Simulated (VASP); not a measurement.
Write the native input for VASP 6.6.1 that does the following.

| Item | Value |
| --- | --- |
| Task | single point |
| Functional | PBE |
| Potentials or basis | VASP PAW PBE potentials, release 64 (Ti_sv, C) |
| Cutoff | 520 eV |
| k mesh | 14 × 14 × 14 |
| Occupations | fermi-dirac, width 0.08 eV |
| Spin | no spin polarisation |
| Dipole correction | no |
| Further INCAR settings | ALGO = Normal; EDIFF = 1e-06; NBANDS = 15 |

The structure of TiC (CsCl type) lies in POSCAR:

```
TiC
1.0
    2.6385000112      0.0000000000      0.0000000000
    0.0000000000      2.6385000112      0.0000000000
    0.0000000000      0.0000000000      2.6385000112
Ti C
1 1
Direct
    0.0000000000      0.0000000000      0.0000000000
    0.5000000000      0.5000000000      0.5000000000
```

These files were run (other wordings do the same):

INCAR

```
SYSTEM = TiC
ALGO     = Normal         ! electronic algorithm
EDIFF    = 1E-6           ! SCF threshold, eV
ENCUT    = 520            ! plane-wave cutoff, eV
GGA      = PE             ! functional
ISIF     = 2              ! what is computed and relaxed
ISMEAR   = -1             ! smearing method
LASPH    = .True.         ! aspherical terms in the spheres
LCHARG   = .False.        ! write CHGCAR
LREAL    = .False.        ! projectors in reciprocal space
LWAVE    = .False.        ! write WAVECAR
NBANDS   = 15             ! bands
NELM     = 100            ! most SCF steps
PREC     = Accurate       ! precision mode
SIGMA    = 0.08           ! smearing width, eV
```

KPOINTS

```
k-points
0
Gamma
  14 14 14
  0 0 0
```

Potentials or basis: VASP PAW PBE potentials, release 64 (Ti_sv, C).

The run is started by

```console
$ cat potpaw_PBE.64/Ti_sv/POTCAR potpaw_PBE.64/C/POTCAR > POTCAR
$ mpirun -np 1 vasp_std > vasp.out
```

Results of the run:

The pressure is 21.3 GPa and the band gap on the k mesh is zero (band 8 reaches 12.69 eV, above the bottom of band 9 at 10.25 eV).

Wall time 17 s on 1 thread of Intel(R) Xeon(R) Platinum 8488C (Sapphire Rapids), with other jobs on the host, peak memory 0.14 GiB.
